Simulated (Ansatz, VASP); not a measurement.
SnH: VASP beside Ansatz

```xyz
8
Lattice="-2.3678 4.1005 0.0077 0.0050 0.0133 5.6779 7.0832 4.0890 0.0153" Properties=species:S:1:pos:R:3 pbc="T T T"
Sn    2.3651    1.3760    5.2782
Sn    4.7207    5.4715    5.2890
Sn   -0.0027    2.7310    0.4102
Sn    4.7223    2.7267    0.4167
H     2.3701    1.3818    3.5394
H     4.7206    5.4723    3.5504
H    -0.0043    2.7287    2.1489
H     4.7255    2.7219    2.1553
```

Change from the starting cell: cell x2, atoms moved at random (sigma 0.05 Å) and cell strained at random (1.5 %), then relaxed without symmetry.

Alike in both runs: functional PBE; k mesh 6 × 4 × 4; occupations gaussian, width 0.2 eV; no spin polarisation.

Ansatz relaxed the structure, and its values are those at the end. VASP's run is a single point on that final structure, the one shown.

|  | VASP | Ansatz |
| --- | --- | --- |
| version | VASP 6.6.1 | Ansatz 0.2.0 |
| potentials or method | VASP PAW PBE potentials, release 64 (Sn_d, H), cutoff 520 eV | scalar-relativistic, plane waves, PAW |
| valence electrons in the cell | 60 | 60 |

|  | VASP | Ansatz | Ansatz less VASP |
| --- | --- | --- | --- |
| pressure (GPa) | -0.1 | 0.0 | +0.09 |
| rms of the force components (eV/Å) | 0.010 | 0.002 | -0.0084 |
